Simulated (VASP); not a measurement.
# Si5Te (P6/mmm) in VASP: single point with PBE

Aim: the single point of Si5Te with PBE.

All numbers are computed with VASP 6.6.1; they aren't measurements. Logs are shortened: lines on timing, memory, paths and dates and some standing lists are left out, and cuts for length are marked.

**1. The cell of the first run**

Symmetry: P6/mmm, No. 191, hexagonal system. Conventional cell: a = 5.505 Å, b = 5.505 Å, c = 4.706 Å, α = 90.00°, β = 90.00°, γ = 120.00°. Within 2.1 Å of Si (site symmetry mmm) lie 2 Si at 1.59 Å. Within 2.1 Å of Si (site symmetry -6m2) lie 3 Si at 1.59 Å. Te (site symmetry 6/mmm) has 12 Si at 2.75 to 3.18 Å within 3.6 Å.

**2. Single point, PBE**

INCAR

```
SYSTEM = Si5Te
  ALGO = Normal
  EDIFF = 1E-7
  ENCUT = 520
  GGA = PE
  ISIF = 2
  ISMEAR = 0
  LASPH = .TRUE.
  LCHARG = .TRUE.
  LELF = .TRUE.
  LREAL = .FALSE.
  LVHAR = .TRUE.
  LWAVE = .FALSE.
  NBANDS = 22
  NELM = 60
  PREC = Accurate
  SIGMA = 0.1
```

KPOINTS

```
k-points
0
G
  6 6 4
  0 0 0
```

POSCAR

```
Si5Te
1.0
    5.5045920800      0.0000000000      0.0000000000
   -2.7522960400      4.7671165800      0.0000000000
    0.0000000000      0.0000000000      4.7056989800
Si Te
5 1
Direct
    0.5000000000      0.0000000000      0.0000000000
    0.0000000000      0.5000000000      0.0000000000
    0.5000000000      0.5000000000      0.0000000000
    0.3333333300      0.6666666700      0.0000000000
    0.6666666700      0.3333333300      0.0000000000
    0.0000000000      0.0000000000      0.0000000000
```

Potentials or basis: VASP PAW PBE potentials, release 64 (Si, Te).

Started as:

```sh
$ cat potpaw_PBE.64/Si/POTCAR potpaw_PBE.64/Te/POTCAR > POTCAR
$ mpirun -np 1 vasp_std > vasp.out
```

OUTCAR:

```text
SYSTEM = Si5Te
   EDIFF = 1E-7
   ENCUT = 520
   GGA = PE
   ISIF = 2
   ISMEAR = 0
   LASPH = .TRUE.
   LREAL = .FALSE.
   NELM = 60
   PREC = Accurate

 ion  position               nearest neighbor table
   1  0.500  0.000  0.000-   4 1.59   5 1.59   6 2.75   6 2.75   2 2.75   3 2.75   3 2.75   2 2.75

   2  0.000  0.500  0.000-   4 1.59   5 1.59   3 2.75   3 2.75   6 2.75   6 2.75   1 2.75   1 2.75

   3  0.500  0.500  0.000-   4 1.59   5 1.59   2 2.75   2 2.75   6 2.75   1 2.75   1 2.75   6 2.75

   4  0.333  0.667  0.000-   2 1.59   1 1.59   3 1.59   6 3.18   6 3.18   6 3.18
   5  0.667  0.333  0.000-   2 1.59   1 1.59   3 1.59   6 3.18   6 3.18   6 3.18
   6  0.000  0.000  0.000-   1 2.75   1 2.75   3 2.75   2 2.75   2 2.75   3 2.75   5 3.18   4 3.18
                             4 3.18   5 3.18   5 3.18   4 3.18

  LATTYP: Found a hexagonal cell.
 ALAT       =     5.5045920800
 C/A-ratio  =     0.8548678833

  Lattice vectors:

 A1 = (   5.5045920800,   0.0000000000,   0.0000000000)
 A2 = (  -2.7522960400,   4.7671165800,   0.0000000000)
 A3 = (   0.0000000000,   0.0000000000,   4.7056989800)

Analysis of symmetry for initial positions (statically):
=====================================================================
 Subroutine PRICEL returns:
 Original cell was already a primitive cell.

 Routine SETGRP: Setting up the symmetry group for a
 hexagonal supercell.

 Subroutine GETGRP returns: Found 24 space group operations
 (whereof 24 operations were pure point group operations)
 out of a pool of 24 trial point group operations.

The static configuration has the point symmetry D_6h.

Analysis of symmetry for dynamics (positions and initial velocities):
=====================================================================
 Subroutine PRICEL returns:
 Original cell was already a primitive cell.

 Routine SETGRP: Setting up the symmetry group for a
 hexagonal supercell.

 Subroutine GETGRP returns: Found 24 space group operations
 (whereof 24 operations were pure point group operations)
 out of a pool of 24 trial point group operations.

The dynamic configuration has the point symmetry D_6h.

 Subroutine INISYM returns: Found 24 space group operations
 (whereof 24 operations are pure point group operations),
 and found     1 'primitive' translations

----------------------------------------------------------------------------------------

                                     Primitive cell

  volume of cell :     123.4824

  direct lattice vectors                    reciprocal lattice vectors
     5.504592080  0.000000000  0.000000000     0.181666504  0.104885205  0.000000000
    -2.752296040  4.767116580  0.000000000     0.000000000  0.209770410  0.000000000
     0.000000000  0.000000000  4.705698980     0.000000000  0.000000000  0.212508281

  length of vectors
     5.504592080  5.504592081  4.705698980     0.209770410  0.209770410  0.212508281

  position of ions in fractional coordinates (direct lattice)
     0.500000000  0.000000000  0.000000000
     0.000000000  0.500000000  0.000000000
     0.500000000  0.500000000  0.000000000
     0.333333330  0.666666670  0.000000000
     0.666666670  0.333333330  0.000000000
     0.000000000  0.000000000  0.000000000

  ion indices of the primitive-cell ions
   primitive index   ion index
                 1           1
                 2           2
                 3           3
                 4           4
                 5           5
                 6           6

----------------------------------------------------------------------------------------

 KPOINTS: k-points

Automatic generation of k-mesh.
 Grid dimensions read from file:
 generate k-points for:    6    6    4

 Generating k-lattice:

  Cartesian coordinates                     Fractional coordinates (reciprocal lattice)
     0.030277751  0.017480868  0.000000000     0.166666667  0.000000000  0.000000000
     0.000000000  0.034961735  0.000000000     0.000000000  0.166666667  0.000000000
     0.000000000  0.000000000  0.053127070     0.000000000  0.000000000  0.250000000

  Length of vectors
     0.034961735  0.034961735  0.053127070

  Shift w.r.t. Gamma in fractional coordinates (k-lattice)
     0.000000000  0.000000000  0.000000000

 Subroutine IBZKPT returns following result:
 ===========================================

 Found     21 irreducible k-points:

 Following reciprocal coordinates:
            Coordinates               Weight
  0.000000  0.000000  0.000000      1.000000
  0.166667  0.000000  0.000000      6.000000
  0.333333  0.000000  0.000000      6.000000
  0.500000  0.000000  0.000000      3.000000
  0.166667  0.166667  0.000000      6.000000
  0.333333  0.166667  0.000000     12.000000
[... 13 lines left out ...]
  0.333333  0.166667  0.500000     12.000000
  0.333333  0.333333  0.500000      2.000000
   k-points           NKPTS =     21   k-points in BZ     NKDIM =     21   number of bands    NBANDS=     22
   number of dos      NEDOS =    301   number of ions     NIONS =      6
   total plane-waves  NPLWV =  63504
   dimension x,y,z NGX =    42 NGY =   42 NGZ =   36
   dimension x,y,z NGXF=    84 NGYF=   84 NGZF=   72
   ions per type =               5   1
   NGX,Y,Z   is equivalent  to a cutoff of  12.68, 12.68, 12.72 a.u.
   NGXF,Y,Z  is equivalent  to a cutoff of  25.37, 25.37, 25.44 a.u.
 SYSTEM =  Si5Te
   PREC   = accura    normal or accurate (medium, high low for compatibility)
   ISTART =      0    job   : 0-new  1-cont  2-samecut
   ICHARG =      2    charge: 1-file 2-atom 10-const
   ISPIN  =      1    spin polarized calculation?
   LNONCOLLINEAR =      F non collinear calculations
   LSORBIT =      F    spin-orbit coupling
   LASPH  =      T    aspherical Exc in radial PAW
   ENCUT  =  520.0 eV  38.22 Ry    6.18 a.u.  10.23 10.23  8.75*2*pi/ulx,y,z
   NELM   =     60;   NELMIN=  2; NELMDL= -5     # of ELM steps
   EDIFF  = 0.1E-06   stopping-criterion for ELM
   LREAL  =      F    real-space projection
   EDIFFG = 0.1E-05   stopping-criterion for IOM
   NSW    =      0    number of steps for IOM
   IBRION =     -1    ionic relax: 0-MD 1-quasi-New 2-CG
   NFREE  =      0    steps in history (QN), initial steepest desc. (CG)
   ISIF   =      2    stress and relaxation
   ISYM   =      2    0-nonsym 1-usesym 2-fastsym
   POTIM  = 0.5000    time-step for ionic-motion
   TEBEG  =    0.0;   TEEND  =   0.0 temperature during run
   PSTRESS=    0.0 pullay stress
   NELECT =      26.0000    total number of electrons
   NUPDOWN=      -1.0000    fix difference up-down
   EMIN   =  10.00;   EMAX   =-10.00  energy-range for DOS
   EFERMI =   0.00;   METHOD = LEGACY
   ISMEAR =     0;   SIGMA  =   0.10  broadening in eV -4-tet -1-fermi 0-gaus
   EFERMI_NEDOS =   21; number of points for ismear=-14 and -15
   IALGO  =     38    algorithm
   IMIX   =      4    mixing-type and parameters
     AMIX     =   0.40;   BMIX     =  1.00
     AMIX_MAG =   1.60;   BMIX_MAG =  1.00
  volume/ion in A,a.u.               =      20.58       138.88
  Fermi-wavevector in a.u.,A,eV,Ry     =   0.973937  1.840474 12.905855  0.948554
  Thomas-Fermi vector in A             =   2.104357
   LORBIT       =      0    0 simple, 1 ext, 2 COOP (PROOUT), +10 PAW based schemes
   GGA     = PE    functional components
   LHFCALC =     F    Hartree Fock is set to
   AEXX    =    0.0000 exact exchange contribution
   IVDW    =     0    specifies the selected vdW correction
   LEPSILON=     F    determine dielectric tensor
   LRPA    =     F    only Hartree local field effects (RPA)
 non-spin polarized calculation
 Gauss-broadening in eV      SIGMA  =   0.10
  energy-cutoff  :      520.00
  volume of cell :      123.48
 maximum number of plane-waves:      3340
 NGX is ok and might be reduce to    42
   NGX = 21   NGY = 21   NGZ = 17

 number of electron      25.9999997 magnetization

 Free energy of the ion-electron system (eV)
  ---------------------------------------------------
  ext. energy  EPLUGINS =         0.00000000
  ---------------------------------------------------
  free energy    TOTEN  =        18.26923962 eV

  energy without entropy =       18.28219182  energy(sigma->0) =       18.27571572

 E-fermi :   6.2794     XC(G=0):  -8.7681

 val. band max:        6.2012489921   @ k =   0.3333   0.1667   0.2500
 cond. band min:       6.3026109611   @ k =   0.1667   0.0000   0.5000
 fundamental gap:      0.1013619690
 Fermi energy:         6.2794393835

 k-point     1 :       0.0000    0.0000    0.0000
  band No.  band energies     occupation
      1      -9.3781      2.00000
      2      -4.6170      2.00000
      3      -4.0591      2.00000
      4      -3.0017      2.00000
      5      -3.0017      2.00000
      6      -1.7677      2.00000
[... 14 lines left out ...]
     21      11.9916      0.00000
     22      11.9922      0.00000

 k-point     2 :       0.1667    0.0000    0.0000
  band No.  band energies     occupation
      1      -9.2047      2.00000
      2      -5.3604      2.00000
      3      -4.6100      2.00000
      4      -3.3915      2.00000
      5      -2.4174      2.00000
      6      -1.0789      2.00000
[... 14 lines left out ...]
     21      11.1163      0.00000
     22      11.8049      0.00000

 k-point     3 :       0.3333    0.0000    0.0000
  band No.  band energies     occupation
      1      -8.6906      2.00000
      2      -6.6568      2.00000
      3      -5.1210      2.00000
      4      -3.8190      2.00000
      5      -1.1141      2.00000
      6       0.2180      2.00000
[... 14 lines left out ...]
     21      11.1980      0.00000
     22      11.3543      0.00000
[... 401 lines left out ...]
 k-point    20 :       0.3333    0.1667    0.5000
  band No.  band energies     occupation
      1      -8.1376      2.00000
      2      -7.0966      2.00000
      3      -6.0248      2.00000
      4      -2.8305      2.00000
      5      -1.0087      2.00000
      6       0.6767      2.00000
[... 14 lines left out ...]
     21      12.7022      0.00000
     22      13.0326      0.00000

 k-point    21 :       0.3333    0.3333    0.5000
  band No.  band energies     occupation
      1      -7.4419      2.00000
      2      -7.4419      2.00000
      3      -6.8273      2.00000
      4      -1.5950      2.00000
      5      -0.8754      2.00000
      6      -0.8754      2.00000
[... 14 lines left out ...]
     21      13.1547      0.00000
     22      13.1547      0.00000

------------------------ aborting loop because EDIFF is reached ----------------------------------------

  FORCE on cell =-STRESS in cart. coord.  units (eV):
  Direction    XX          YY          ZZ          XY          YZ          ZX
  --------------------------------------------------------------------------------------
  -------------------------------------------------------------------------------------
  Total      162.7107324    162.7107325     -0.4659517      0.0000000     -0.0000000      0.0000000
  in kB     2111.1628084   2111.1628095     -6.0456983      0.0000000     -0.0000000      0.0000000
  external PRESSURE =    1405.4266399 kB  Pullay stress =       0.0000000 kB

 VOLUME and BASIS-vectors are now :
 -----------------------------------------------------------------------------
  energy-cutoff  :      520.00
  volume of cell :      123.48
      direct lattice vectors                 reciprocal lattice vectors
     5.504592080  0.000000000  0.000000000     0.181666504  0.104885205  0.000000000
    -2.752296040  4.767116580  0.000000000     0.000000000  0.209770410  0.000000000
     0.000000000  0.000000000  4.705698980     0.000000000  0.000000000  0.212508281

 POSITION                                       TOTAL-FORCE (eV/Angst)
 -----------------------------------------------------------------------------------
      2.75230      0.00000      0.00000         0.000000      0.000000     -0.000000
     -1.37615      2.38356      0.00000         0.000000      0.000000     -0.000000
      1.37615      2.38356      0.00000         0.000000      0.000000     -0.000000
     -0.00000      3.17808      0.00000        -0.000000      0.000000     -0.000000
      2.75230      1.58904      0.00000         0.000000     -0.000000      0.000000
      0.00000      0.00000      0.00000         0.000000      0.000000     -0.000000
 -----------------------------------------------------------------------------------
    total drift:                               -0.000000     -0.000000     -0.000000

  FREE ENERGIE OF THE ION-ELECTRON SYSTEM (eV)
  ---------------------------------------------------
  free  energy   TOTEN  =        18.2692396175 eV

  energy  without entropy=       18.2821918158  energy(sigma->0) =       18.27571572
```

Wall time 45 s (1 thread of Intel Xeon Platinum 8488C (Sapphire Rapids), shared host); peak memory 0.25 GiB.

What came out:

```
Free energy            : 18.2692 eV
Pressure               : 140.5 GPa
Band gap on the k mesh : zero (band 13 reaches 6.37 eV, above the bottom of band 14 at 5.49 eV)
```

Stress tensor (GPa, compression positive):
```
211.12   0.00   0.00
  0.00 211.12   0.00
  0.00   0.00  -0.60
```

Caveat: spin-orbit coupling is left out, which moves the levels of the heavy elements; this functional lacks dispersion, which binds the layers, so the pressure and a relaxed spacing across them are unreliable.
